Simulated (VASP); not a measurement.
# BP (I-4m2) in VASP: a series of runs

The runs below take BP through single point, with PBE.

Program: VASP 6.6.1. These are calculated values, not measurements. Logs are shortened: lines on timing, memory, paths and dates and some standing lists are left out, and cuts for length are marked.

**1. The cell of the first run**

Symmetry: I-4m2, No. 119, tetragonal system. Conventional cell: a = 3.406 Å, b = 3.406 Å, c = 4.270 Å, α = 90.00°, β = 90.00°, γ = 90.00°. Within 2.7 Å of B (site symmetry -4m2) lie 4 P at 2.01 Å. Within 2.7 Å of P (site symmetry -4m2) lie 4 B at 2.01 Å.

**2. Single point, PBE (12.39 Å³/atom)**

The input, INCAR:

```
PREC = Accurate
ENCUT = 520
EDIFF = 1E-6
ISMEAR = 0
SIGMA = 0.05
LREAL = False
LASPH = True
NELM = 100
ALGO = Normal
ISIF = 2
LWAVE = False
LCHARG = True
GGA = PE
LELF = True
LVHAR = True
NBANDS = 11
```

The input, KPOINTS:

```
regular mesh
0
Gamma
  12 12 12
```

The input, POSCAR:

```
BP
1.0
    0.0000000000      2.1351098814      2.4087430972
    2.4087430972      0.0000000000      2.4087430972
    2.4087430972      2.1351098814      0.0000000000
B P
1 1
Direct
    0.0000000000      0.0000000000      0.0000000000
    0.7500000000      0.7500000000      0.7500000000
```

Potentials or basis: VASP PAW PBE potentials, release 64 (B, P).

The run is started by

```console
$ cat potpaw_PBE.64/B/POTCAR potpaw_PBE.64/P/POTCAR > POTCAR
$ mpirun -np 1 vasp_std > vasp.out
```

OUTCAR:

```text
PREC = Accurate
   ENCUT = 520
   EDIFF = 1E-6
   ISMEAR = 0
   LREAL = False
   LASPH = True
   NELM = 100
   ISIF = 2
   GGA = PE

 ion  position               nearest neighbor table
   1  0.000  0.000  0.000-   2 2.01   2 2.01   2 2.01   2 2.01
   2  0.750  0.750  0.750-   1 2.01   1 2.01   1 2.01   1 2.01

  LATTYP: Found a body centered tetragonal cell.
 ALAT       =     3.4064771563
 C/A-ratio  =     1.2535589017

  Lattice vectors:

 A1 = (   0.0000000000,  -2.1351098814,   2.4087430972)
 A2 = (   0.0000000000,  -2.1351098814,  -2.4087430972)
 A3 = (   2.4087430972,   2.1351098814,   0.0000000000)

Analysis of symmetry for initial positions (statically):
=====================================================================
 Subroutine PRICEL returns:
 Original cell was already a primitive cell.

 Routine SETGRP: Setting up the symmetry group for a
 body centered tetragonal supercell.

 Subroutine GETGRP returns: Found  8 space group operations
 (whereof  8 operations were pure point group operations)
 out of a pool of 16 trial point group operations.

The static configuration has the point symmetry D_2d.

Analysis of symmetry for dynamics (positions and initial velocities):
=====================================================================
 Subroutine PRICEL returns:
 Original cell was already a primitive cell.

 Routine SETGRP: Setting up the symmetry group for a
 body centered tetragonal supercell.

 Subroutine GETGRP returns: Found  8 space group operations
 (whereof  8 operations were pure point group operations)
 out of a pool of 16 trial point group operations.

The dynamic configuration has the point symmetry D_2d.

 Subroutine INISYM returns: Found  8 space group operations
 (whereof  8 operations are pure point group operations),
 and found     1 'primitive' translations

----------------------------------------------------------------------------------------

                                     Primitive cell

  volume of cell :      24.7760

  direct lattice vectors                    reciprocal lattice vectors
     0.000000000  2.135109881  2.408743097    -0.207577139  0.234179985  0.207577139
     2.408743097  0.000000000  2.408743097     0.207577139 -0.234179985  0.207577139
     2.408743097  2.135109881  0.000000000     0.207577139  0.234179985 -0.207577139

  length of vectors
     3.218809953  3.406477156  3.218809953     0.375522040  0.375522040  0.375522040

  position of ions in fractional coordinates (direct lattice)
     0.000000000  0.000000000  0.000000000
     0.750000000  0.750000000  0.750000000

  ion indices of the primitive-cell ions
   primitive index   ion index
                 1           1
                 2           2

----------------------------------------------------------------------------------------

 KPOINTS: regular mesh

Automatic generation of k-mesh.
 Grid dimensions read from file:
 generate k-points for:   12   12   12

 Generating k-lattice:

  Cartesian coordinates                     Fractional coordinates (reciprocal lattice)
    -0.017298095  0.019514999  0.017298095     0.083333333  0.000000000  0.000000000
     0.017298095 -0.019514999  0.017298095     0.000000000  0.083333333  0.000000000
     0.017298095  0.019514999 -0.017298095     0.000000000  0.000000000  0.083333333

  Length of vectors
     0.031293503  0.031293503  0.031293503

  Shift w.r.t. Gamma in fractional coordinates (k-lattice)
     0.000000000  0.000000000  0.000000000

 Subroutine IBZKPT returns following result:
 ===========================================

 Found    163 irreducible k-points:

 Following reciprocal coordinates:
            Coordinates               Weight
  0.000000  0.000000  0.000000      1.000000
  0.083333  0.000000  0.000000      8.000000
  0.166667  0.000000 -0.000000      8.000000
  0.250000  0.000000 -0.000000      8.000000
  0.333333  0.000000 -0.000000      8.000000
  0.416667  0.000000  0.000000      8.000000
[... 16 lines left out ...]
  0.500000  0.166667  0.000000     16.000000
 -0.416667  0.166667  0.000000     16.000000
 [... further k-points ...]
   k-points           NKPTS =    163   k-points in BZ     NKDIM =    163   number of bands    NBANDS=     11
   number of dos      NEDOS =    301   number of ions     NIONS =      2
   total plane-waves  NPLWV =  16128
   dimension x,y,z NGX =    24 NGY =   28 NGZ =   24
   dimension x,y,z NGXF=    48 NGYF=   56 NGZF=   48
   ions per type =               1   1
   NGX,Y,Z   is equivalent  to a cutoff of  12.40, 13.66, 12.40 a.u.
   NGXF,Y,Z  is equivalent  to a cutoff of  24.79, 27.33, 24.79 a.u.
 SYSTEM =  unknown system
   PREC   = accura    normal or accurate (medium, high low for compatibility)
   ISTART =      0    job   : 0-new  1-cont  2-samecut
   ICHARG =      2    charge: 1-file 2-atom 10-const
   ISPIN  =      1    spin polarized calculation?
   LNONCOLLINEAR =      F non collinear calculations
   LSORBIT =      F    spin-orbit coupling
   LASPH  =      T    aspherical Exc in radial PAW
   ENCUT  =  520.0 eV  38.22 Ry    6.18 a.u.   5.98  6.33  5.98*2*pi/ulx,y,z
   NELM   =    100;   NELMIN=  2; NELMDL= -5     # of ELM steps
   EDIFF  = 0.1E-05   stopping-criterion for ELM
   LREAL  =      F    real-space projection
   EDIFFG = 0.1E-04   stopping-criterion for IOM
   NSW    =      0    number of steps for IOM
   IBRION =     -1    ionic relax: 0-MD 1-quasi-New 2-CG
   NFREE  =      0    steps in history (QN), initial steepest desc. (CG)
   ISIF   =      2    stress and relaxation
   ISYM   =      2    0-nonsym 1-usesym 2-fastsym
   POTIM  = 0.5000    time-step for ionic-motion
   TEBEG  =    0.0;   TEEND  =   0.0 temperature during run
   PSTRESS=    0.0 pullay stress
   NELECT =       8.0000    total number of electrons
   NUPDOWN=      -1.0000    fix difference up-down
   EMIN   =  10.00;   EMAX   =-10.00  energy-range for DOS
   EFERMI =   0.00;   METHOD = LEGACY
   ISMEAR =     0;   SIGMA  =   0.05  broadening in eV -4-tet -1-fermi 0-gaus
   EFERMI_NEDOS =   21; number of points for ismear=-14 and -15
   IALGO  =     38    algorithm
   IMIX   =      4    mixing-type and parameters
     AMIX     =   0.40;   BMIX     =  1.00
     AMIX_MAG =   1.60;   BMIX_MAG =  1.00
  volume/ion in A,a.u.               =      12.39        83.60
  Fermi-wavevector in a.u.,A,eV,Ry     =   1.123124  2.122397 17.162496  1.261408
  Thomas-Fermi vector in A             =   2.259788
   LORBIT       =      0    0 simple, 1 ext, 2 COOP (PROOUT), +10 PAW based schemes
   GGA     = PE    functional components
   LHFCALC =     F    Hartree Fock is set to
   AEXX    =    0.0000 exact exchange contribution
   IVDW    =     0    specifies the selected vdW correction
   LEPSILON=     F    determine dielectric tensor
   LRPA    =     F    only Hartree local field effects (RPA)
 non-spin polarized calculation
 Gauss-broadening in eV      SIGMA  =   0.05
  energy-cutoff  :      520.00
  volume of cell :       24.78
 maximum number of plane-waves:       684
   NGX = 11   NGY = 13   NGZ = 11

 number of electron       7.9999999 magnetization

 Free energy of the ion-electron system (eV)
  ---------------------------------------------------
  ext. energy  EPLUGINS =         0.00000000
  ---------------------------------------------------
  free energy    TOTEN  =       -12.72897962 eV

  energy without entropy =      -12.72891220  energy(sigma->0) =      -12.72894591

 E-fermi :   7.1180     XC(G=0): -10.6750

 val. band max:        7.0925878410   @ k =   0.4167   0.0000   0.4167
 cond. band min:       7.2326409216   @ k =   0.3333   0.0000   0.3333
 fundamental gap:      0.1400530806
 Fermi energy:         7.1179630554

 k-point     1 :       0.0000    0.0000    0.0000
  band No.  band energies     occupation
      1      -8.1767      2.00000
      2       6.4439      2.00000
      3       6.4439      2.00000
      4       7.4459      0.00000
      5       9.6996      0.00000
      6      10.4155      0.00000
      7      10.4155      0.00000
      8      13.0992      0.00000
      9      17.2796      0.00000
     10      17.9318      0.00000
     11      19.6536      0.00000

 k-point     2 :       0.0833    0.0000    0.0000
  band No.  band energies     occupation
      1      -8.0565      2.00000
      2       5.7314      2.00000
      3       6.2174      2.00000
      4       7.0647      1.86794
      5       9.8745      0.00000
      6      10.6610      0.00000
      7      10.7810      0.00000
      8      13.5230      0.00000
      9      16.9933      0.00000
     10      18.2860      0.00000
     11      18.8747      0.00000

 k-point     3 :       0.1667    0.0000   -0.0000
  band No.  band energies     occupation
      1      -7.6993      2.00000
      2       4.0311      2.00000
      3       5.7209      2.00000
      4       6.6067      2.00000
      5      10.0536      0.00000
      6      11.0984      0.00000
      7      11.3127      0.00000
      8      14.6095      0.00000
      9      16.7972      0.00000
     10      17.8907      0.00000
     11      19.3688      0.00000

 k-point     4 :       0.2500    0.0000   -0.0000
  band No.  band energies     occupation
      1      -7.1181      2.00000
      2       2.1269      2.00000
      3       5.2030      2.00000
      4       6.2296      2.00000
      5       9.9516      0.00000
      6      11.2786      0.00000
      7      11.9143      0.00000
      8      15.7821      0.00000
      9      17.3684      0.00000
     10      17.5848      0.00000
     11      20.0348      0.00000

 k-point     5 :       0.3333    0.0000   -0.0000
  band No.  band energies     occupation
      1      -6.3484      2.00000
      2       0.3302      2.00000
      3       4.7879      2.00000
      4       5.9523      2.00000
      5       9.7398      0.00000
      6      11.1668      0.00000
      7      12.3912      0.00000
      8      16.5642      0.00000
      9      17.9668      0.00000
     10      18.7324      0.00000
     11      20.4050      0.00000
[... 211 lines left out ...]
 k-point    21 :       0.3333    0.1667    0.0000
  band No.  band energies     occupation
      1      -6.5613      2.00000
      2       1.6730      2.00000
      3       3.9896      2.00000
      4       4.8348      2.00000
      5      10.1122      0.00000
      6      12.0391      0.00000
      7      13.2330      0.00000
      8      14.1262      0.00000
      9      18.0259      0.00000
     10      19.7823      0.00000
     11      21.1680      0.00000

 k-point    22 :       0.4167    0.1667    0.0000
  band No.  band energies     occupation
      1      -5.7703      2.00000
      2       0.1137      2.00000
      3       3.3612      2.00000
      4       4.6957      2.00000
      5      10.2687      0.00000
      6      11.8917      0.00000
      7      14.1355      0.00000
      8      14.5072      0.00000
      9      18.6634      0.00000
     10      20.4578      0.00000
     11      21.7758      0.00000

 k-point    23 :       0.5000    0.1667    0.0000
  band No.  band energies     occupation
      1      -4.9728      2.00000
      2      -1.1410      2.00000
      3       2.8919      2.00000
      4       4.7401      2.00000
      5      10.3888      0.00000
      6      11.7565      0.00000
      7      13.9912      0.00000
      8      16.0911      0.00000
      9      18.3008      0.00000
     10      21.1176      0.00000
     11      22.0106      0.00000

 k-point    24 :      -0.4167    0.1667    0.0000
  band No.  band energies     occupation
      1      -4.7202      2.00000
      2      -1.4748      2.00000
      3       2.6217      2.00000
      4       4.9513      2.00000
      5      10.5684      0.00000
      6      11.7439      0.00000
      7      13.7291      0.00000
      8      16.6166      0.00000
      9      18.2964      0.00000
     10      20.1238      0.00000
     11      22.3434      0.00000

 [... further k-points ...]
[... 5 lines left out ...]
  --------------------------------------------------------------------------------------
  -------------------------------------------------------------------------------------
  Total       -2.5530107      1.4055771     -2.5530107      0.0000000     -0.0000000      0.0000000
  in kB     -165.0942767     90.8937561   -165.0942767      0.0000000     -0.0000000      0.0000000
  external PRESSURE =     -79.7649324 kB  Pullay stress =       0.0000000 kB

 VOLUME and BASIS-vectors are now :
 -----------------------------------------------------------------------------
  energy-cutoff  :      520.00
  volume of cell :       24.78
      direct lattice vectors                 reciprocal lattice vectors
     0.000000000  2.135109881  2.408743097    -0.207577139  0.234179985  0.207577139
     2.408743097  0.000000000  2.408743097     0.207577139 -0.234179985  0.207577139
     2.408743097  2.135109881  0.000000000     0.207577139  0.234179985 -0.207577139

 POSITION                                       TOTAL-FORCE (eV/Angst)
 -----------------------------------------------------------------------------------
      0.00000      0.00000      0.00000        -0.000000      0.000000     -0.000000
      3.61311      3.20266      3.61311         0.000000     -0.000000      0.000000
 -----------------------------------------------------------------------------------
    total drift:                               -0.000000     -0.000000     -0.000000

  FREE ENERGIE OF THE ION-ELECTRON SYSTEM (eV)
  ---------------------------------------------------
  free  energy   TOTEN  =       -12.7289796248 eV

  energy  without entropy=      -12.7289122014  energy(sigma->0) =      -12.72894591
```

Run time: 13 s. Hardware: 1 thread of Intel Xeon 6975P-C (Granite Rapids), shared host; peak memory 0.16 GiB.

Results:

* Free energy: -12.7290 eV
* Pressure: -8.0 GPa
* Band gap on the k mesh: zero (bands 4 and 5 overlap by 0.35 eV)

Levels at points of the mesh, in eV from the Fermi level:
| k point | band 1 | band 2 | band 3 | band 4 | band 5 | band 6 | band 7 | band 8 | band 9 |
| --- | --- | --- | --- | --- | --- | --- | --- | --- | --- |
| (0.00, 0.00, 0.00) | -15.29 | -0.67 | -0.67 | 0.33 | 2.58 | 3.30 | 3.30 | 5.98 | 10.16 |
| (0.50, 0.00, 0.00) | -12.16 | -8.95 | -2.68 | -1.39 | 2.39 | 3.81 | 5.58 | 9.72 | 12.55 |
| (0.50, 0.50, 0.00) | -11.08 | -8.95 | -3.89 | -3.69 | 1.61 | 1.94 | 9.87 | 11.51 | 12.88 |
| (0.50, 0.00, 0.50) | -10.04 | -7.91 | -4.98 | -4.98 | 0.26 | 0.37 | 11.16 | 11.16 | 14.75 |

Caveat: the stress differs along the axes, from -17 to 9 GPa; semilocal functionals underestimate gaps, and a narrow one can read as zero.

**3. Single point, PBE (12.39 Å³/atom)**

The input, INCAR:

```
SYSTEM = BP
ALGO = Normal
EDIFF = 1E-6
ENCUT = 520
GGA = PE
ISIF = 2
ISMEAR = 0
LASPH = .True.
LCHARG = .False.
LREAL = .False.
LWAVE = .False.
NBANDS = 11
NELM = 100
PREC = Accurate
SIGMA = 0.05
```

The input, KPOINTS:

```
k-points
0
Gamma
  12 12 12
  0 0 0
```

The input, POSCAR:

```
BP
1.0
    0.0000000000      2.4412173496      2.2526689578
    2.2526689578      0.0000000000      2.2526689578
    2.2526689578      2.4412173496      0.0000000000
B P
1 1
Direct
    0.0000000000      0.0000000000      0.0000000000
    0.7500000000      0.7500000000      0.7500000000
```

Potentials or basis: VASP PAW PBE potentials, release 64 (B, P).

The run is started by

```console
$ cat potpaw_PBE.64/B/POTCAR potpaw_PBE.64/P/POTCAR > POTCAR
$ mpirun -np 1 vasp_std > vasp.out
```

It took 19 s on 1 thread of Intel Xeon 6975P-C (Granite Rapids), shared host; peak memory 0.17 GiB.

It converged, with:

```
Free energy            : -12.8086 eV
Pressure               : -7.8 GPa
Band gap on the k mesh : 0.73 eV (least direct gap 2.93 eV)
```

Stress tensor (GPa, compression positive):
```
 -0.29   0.00   0.00
  0.00 -22.83   0.00
  0.00   0.00  -0.29
```

Levels at points of the mesh, in eV from the valence-band top:
| k point | band 2 | band 3 | band 4 | band 5 | band 6 | band 7 |
| --- | --- | --- | --- | --- | --- | --- |
| (0.00, 0.00, 0.00) | -0.84 | 0.00 | 0.00 | 2.93 | 2.93 | 3.37 |
| (0.50, 0.00, 0.00) | -8.90 | -2.47 | -1.44 | 2.60 | 4.62 | 4.75 |
| (0.50, 0.50, 0.00) | -8.33 | -4.50 | -4.34 | 0.90 | 1.09 | 10.36 |
| (0.50, 0.00, 0.50) | -9.00 | -3.64 | -3.64 | 1.75 | 2.17 | 11.25 |

Caveat: the stress differs along the axes, from -23 to -0 GPa; semilocal functionals underestimate gaps, and a narrow one can read as zero. A k mesh can miss the band edges.

**4. Single point, PBE (12.70 Å³/atom)**

This run uses another cell than the first one, of 12.70 Å³/atom.

The input, INCAR:

```
ALGO = Normal
EDIFF = 1E-6
ENCUT = 520
GGA = PE
ISIF = 2
ISMEAR = 0
LASPH = True
LCHARG = False
LREAL = False
LWAVE = False
NBANDS = 11
NELM = 80
PREC = Accurate
SIGMA = 0.05
```

The input, KPOINTS:

```
k-points
0
Gamma
  12 12 12
```

The input, POSCAR:

```
BP
1.0
    0.0000000000      2.5286075659      2.2412759846
    2.2412759846      0.0000000000      2.2412759846
    2.2412759846      2.5286075659      0.0000000000
B P
1 1
Direct
    0.0000000000      0.0000000000      0.0000000000
    0.7500000000      0.7500000000      0.7500000000
```

The run is started by

```console
$ cat potpaw_PBE.64/B/POTCAR potpaw_PBE.64/P/POTCAR > POTCAR
$ mpirun -np 1 vasp_std > vasp.out
```

Wall time 16 s (1 thread of Intel Xeon 6975P-C (Granite Rapids), shared host); peak memory 0.17 GiB.

Results (log left out):

| Quantity | Value |
| --- | --- |
| Free energy | -12.6526 eV |
| Pressure | -10.9 GPa |
| Band gap on the k mesh | 0.47 eV (least direct gap 2.71 eV) |

Stress tensor (GPa, compression positive):
```
  0.59   0.00   0.00
  0.00 -33.75   0.00
  0.00   0.00   0.59
```

Levels at points of the mesh, in eV from the valence-band top:
| k point | band 1 | band 2 | band 3 | band 4 | band 5 | band 6 | band 7 | band 8 | band 9 |
| --- | --- | --- | --- | --- | --- | --- | --- | --- | --- |
| (0.00, 0.00, 0.00) | -15.17 | -1.29 | 0.00 | 0.00 | 2.71 | 2.71 | 3.36 | 5.36 | 9.83 |
| (0.50, 0.00, 0.00) | -12.13 | -8.88 | -2.84 | -1.30 | 1.92 | 4.71 | 4.74 | 9.47 | 12.82 |
| (0.50, 0.50, 0.00) | -10.38 | -8.25 | -4.69 | -4.45 | 0.68 | 0.81 | 9.48 | 11.28 | 12.87 |
| (0.50, 0.00, 0.50) | -11.43 | -9.21 | -3.43 | -3.43 | 1.93 | 2.39 | 10.79 | 10.79 | 12.82 |

Caveat: the stress differs along the axes, from -34 to 1 GPa; semilocal functionals underestimate gaps, and a narrow one can read as zero. A k mesh can miss the band edges.

(Continued in part 2 of 2.)

The gap in the log of VASP goes by the Fermi energy; the results here count the filled bands.